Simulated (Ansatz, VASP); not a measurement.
**One calculation of P5C, two programs**

```
CELL_PARAMETERS angstrom
4.63506 0.00000 0.00000
-2.31753 4.01408 0.00000
0.00000 0.00000 6.29187
ATOMIC_POSITIONS crystal
P 0.66667 0.33333 0.79599
P 0.00000 0.00000 0.00000
P 0.66667 0.33333 0.20401
P 0.33333 0.66667 0.20401
P 0.33333 0.66667 0.79599
C 0.00000 0.00000 0.50000
```

Change from the starting cell: species swapped into the BaSn5 type (P6/mmm, No. 191).

Alike in both runs: task single point; functional PBE; k mesh 6 × 6 × 4; occupations gaussian, width 0.1 eV; no spin polarisation.

|  | VASP | Ansatz |
| --- | --- | --- |
| version | VASP 6.6.1 | Ansatz 0.2.0 |
| potentials or method | VASP PAW PBE potentials, release 64 (P, C), cutoff 520 eV | scalar-relativistic, plane waves, PAW |
| valence electrons in the cell | 29 | 29 |

```tsv
	VASP	Ansatz	Ansatz less VASP
gap on the k mesh at the Fermi level (eV)	none	none	-
pressure (GPa)	-13.9	-13.8	+0.08
traceless stress, the component that is largest in VASP (GPa)	-3.10	-3.06	+0.043
rms of the force components (eV/Å)	0.486	0.478	-0.0082
```

Atom by atom the forces differ by 0.008 eV/Å (rms over components). A gap of «none» marks a metal or a gap that the smearing closes.
